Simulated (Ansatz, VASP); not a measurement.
## Ba: VASP beside Ansatz

```xyz
1
Lattice="1.9746 -3.6500 0.0000 1.9746 3.6500 0.0000 0.0000 0.0000 5.7000" Properties=species:S:1:pos:R:3 pbc="T T T"
Ba    0.0000    0.0000    0.0000
```

Change from the starting cell: strain +0.0100 x Voigt [1, 0, 0, 0, 0, 0], atoms carried along.

Alike in both runs: task single point; functional PBE; dispersion D3(BJ); k mesh 14 × 14 × 8; occupations gaussian, width 0.15 eV; no spin polarisation.

```csv
,VASP,Ansatz
version,VASP 6.6.1,Ansatz 0.2.0
potentials or method,"VASP PAW PBE potentials, release 64 (Ba_sv), cutoff 520 eV","scalar-relativistic, plane waves, PAW"
valence electrons in the cell,10,10
```

Ansatz gave:

* gap on the k mesh at the Fermi level (eV): none
* pressure (GPa): 0.1
* traceless stress, the component that is largest in VASP (GPa): -2.59

Problem. Estimate VASP's values.

Solution. gap on the k mesh at the Fermi level (eV): none; pressure (GPa): 0.2; traceless stress, the component that is largest in VASP (GPa): -2.64.

A gap of «none» marks a metal or a gap that the smearing closes.

Neither program's run includes spin-orbit coupling.
